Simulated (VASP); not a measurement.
Here is a VASP 6.6.1 calculation.

Contents of INCAR:

```
PREC = Accurate
ENCUT = 650
EDIFF = 1E-7
ISMEAR = -1
SIGMA = 0.1
LREAL = False
LASPH = True
NELM = 120
ALGO = Normal
ISIF = 2
LWAVE = False
LCHARG = False
GGA = PE
IBRION = 2
NSW = 100
EDIFFG = -0.01
GGA_COMPAT = False
NELMIN = 4
```

KPOINTS

```
regular mesh
0
Gamma
  5 5 5
```

File POSCAR:

```
LiInF6
1.0
    5.0964120000      0.0000000000      0.0000000000
   -2.5482060000      4.4136250000      0.0000000000
    0.0000000000     -2.9424130000      4.5871940000
Li In F
1 1 6
Direct
    0.5000000000      0.0000000000      0.5000000000
    0.0000000000      0.0000000000      0.0000000000
    0.3990000000      0.2140000000      0.2400000000
    0.0260000000      0.4250000000      0.2400000000
    0.8150000000      0.8410000000      0.2400000000
    0.6010000000      0.7860000000      0.7600000000
    0.9740000000      0.5750000000      0.7600000000
    0.1850000000      0.1590000000      0.7600000000
```

Potentials or basis: VASP PAW PBE potentials, release 64 (Li_sv, In_d, F).

Run with:

```bash
$ cat potpaw_PBE.64/Li_sv/POTCAR potpaw_PBE.64/In_d/POTCAR potpaw_PBE.64/F/POTCAR > POTCAR
$ mpirun -np 1 vasp_std > vasp.out
```

Q: Predict the band gap on the k mesh.

A: Zero (bands 29 and 30 overlap by 0.06 eV).

Q: What does it give for the energy gained by relaxing?

A: 374.8 meV/atom.

Final structure:
```
Li In F
1.0
     5.09641    0.00000    0.00000
    -2.54821    4.41362    0.00000
     0.00000   -2.94241    4.58719
Li In F
1 1 6
Direct
  0.50000 0.00000 0.50000
  0.00000 0.00000 0.00000
  0.42208 0.16019 0.25706
  0.09687 0.51894 0.25706
  0.73811 0.83498 0.25706
  0.57792 0.83981 0.74294
  0.90313 0.48106 0.74294
  0.26189 0.16502 0.74294
```

Caveat: spin-orbit coupling is left out, which moves the levels of the heavy elements.
